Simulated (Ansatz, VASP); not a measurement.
**Ti in VASP and in Ansatz**

```
Ti
1.0
     0.00000    1.97925    2.13150
     1.97925    0.00000    2.13150
     1.97925    1.97925    0.00000
Ti
1
Cartesian
  0.0000 0.0000 0.0000
```

Change from the starting cell: strain -0.025 along x and y, +0.050 along z, atoms carried along.

Alike in both runs: task single point; functional PBEsol; k mesh 20 × 20 × 20; occupations gaussian, width 0.15 eV; no spin polarisation.

```csv
,VASP,Ansatz
version,VASP 6.6.1,Ansatz 0.2.0
potentials or method,"VASP PAW PBE potentials, release 64 (Ti_sv), cutoff 520 eV","scalar-relativistic, plane waves, PAW"
valence electrons in the cell,12,12
```

Ansatz gave:

| Quantity | Value |
| --- | --- |
| gap on the k mesh at the Fermi level (eV) | none |
| pressure (GPa) | -0.1 |
| traceless stress, the component that is largest in VASP (GPa) | -1.51 |

Problem. Which values does VASP return?

Solution. gap on the k mesh at the Fermi level (eV): none; pressure (GPa): -0.4; traceless stress, the component that is largest in VASP (GPa): -1.52.

VASP's potentials were made for PBE, not for PBEsol. A gap of «none» marks a metal or a gap that the smearing closes. With one functional, cell and mesh, what is left measures potentials, basis and numerics.
